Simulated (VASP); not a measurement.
Wanted: the native input for a VASP 6.6.1 run.

```
Task                   : single point
Functional             : PBE
Potentials or basis    : VASP PAW PBE potentials, release 64 (Hf_pv, Cl)
Cutoff                 : 520 eV
k mesh                 : 6 × 6 × 12
Occupations            : gaussian, width 0.1 eV
Spin                   : no spin polarisation
Dipole correction      : no
Further INCAR settings : ALGO = Normal; EDIFF = 1e-07; NBANDS = 36
```

The structure of Hf2Cl lies in POSCAR:

```
Hf2Cl
1.0
    6.1654375812      0.0000000000      0.0000000000
    0.0000000000      6.1654375812      0.0000000000
    0.0000000000      0.0000000000      3.2451638063
Hf Cl
4 2
Direct
    0.2744374043      0.2744374043      0.0000000000
    0.2255625957      0.7744374043      0.5000000000
    0.7255625957      0.7255625957      0.0000000000
    0.7744374043      0.2255625957      0.5000000000
    0.0000000000      0.0000000000      0.0000000000
    0.5000000000      0.5000000000      0.5000000000
```

One way to write it, as run:

INCAR

```
SYSTEM = Hf2Cl
ALGO = Normal
EDIFF = 1E-7
ENCUT = 520
GGA = PE
ISIF = 2
ISMEAR = 0
LASPH = .True.
LCHARG = .True.
LELF = .True.
LREAL = .False.
LVHAR = .True.
LWAVE = .False.
NBANDS = 36
NELM = 80
PREC = Accurate
SIGMA = 0.1
```

KPOINTS

```
k-points
0
Gamma
  6 6 12
  0 0 0
```

Potentials or basis: VASP PAW PBE potentials, release 64 (Hf_pv, Cl).

Run with:

```console
$ cat potpaw_PBE.64/Hf_pv/POTCAR potpaw_PBE.64/Cl/POTCAR > POTCAR
$ mpirun -np 1 vasp_std > vasp.out
```

Results of the run:

The pressure is -0.5 GPa. The largest force is 0.010 eV/Å and the band gap on the k mesh is zero (bands 27 and 28 overlap by 1.47 eV).

Caveat: spin-orbit coupling is left out, which moves the levels of the heavy elements.

It took 6.3 min on 1 thread of Intel Xeon 8259CL, with other jobs on the host, peak memory 0.39 GiB.
